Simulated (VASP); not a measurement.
Here is a VASP 6.6.1 calculation.

Contents of POSCAR:

```
Ta4C3
1.0
    4.2878553578      0.0000000000      0.0000000000
    0.0000000000      4.2878553578      0.0000000000
    0.0000000000      0.0000000000      4.2878553578
Ta C
4 3
Direct
    0.0000000000      0.5000000000      0.5000000000
    0.5000000000      0.0000000000      0.5000000000
    0.5000000000      0.5000000000      0.0000000000
    0.0000000000      0.0000000000      0.0000000000
    0.5000000000      0.0000000000      0.0000000000
    0.0000000000      0.5000000000      0.0000000000
    0.0000000000      0.0000000000      0.5000000000
```

File INCAR.step1:

```
SYSTEM = Ta4C3
  PREC = Accurate
  ENCUT = 520
  ISMEAR = 0
  SIGMA = 0.1
  LREAL = .False.
  LASPH = .True.
  NELM = 100
  NBANDS = 37
  GGA = PE
  ALGO = Normal
  EDIFF = 1E-4
  LWAVE = .True.
  LCHARG = .False.
```

Contents of INCAR.step2:

```
SYSTEM = Ta4C3
  PREC = Accurate
  ENCUT = 520
  EDIFF = 1E-7
  ISMEAR = 0
  SIGMA = 0.1
  LREAL = .False.
  LASPH = .True.
  NELM = 100
  ALGO = Normal
  ISIF = 2
  LWAVE = .False.
  LCHARG = .True.
  METAGGA = R2SCAN
  LMIXTAU = .True.
  LELF = .True.
  LVHAR = .True.
  NBANDS = 37
  ISTART = 1
```

The input KPOINTS:

```
Automatic mesh
0
Gamma
  8 8 8
  0 0 0
```

Potentials or basis: VASP PAW PBE potentials, release 64 (Ta_pv, C).

Launch:

```sh
$ cat potpaw_PBE.64/Ta_pv/POTCAR potpaw_PBE.64/C/POTCAR > POTCAR
$ cp INCAR.step1 INCAR
$ mpirun -np 1 vasp_std > vasp.out
$ cp INCAR.step2 INCAR
$ mpirun -np 1 vasp_std > vasp.out
```

Question: What does it give for the band gap on the k mesh?

Answer: Zero (bands 28 and 29 overlap by 1.10 eV).

Question: Predict the pressure.

Answer: 36.8 GPa.

Caveat: the cell stands under pressure; the PAW data sets were made with another functional, which shifts forces and pressure a little; spin-orbit coupling is left out, which moves the levels of the heavy elements.
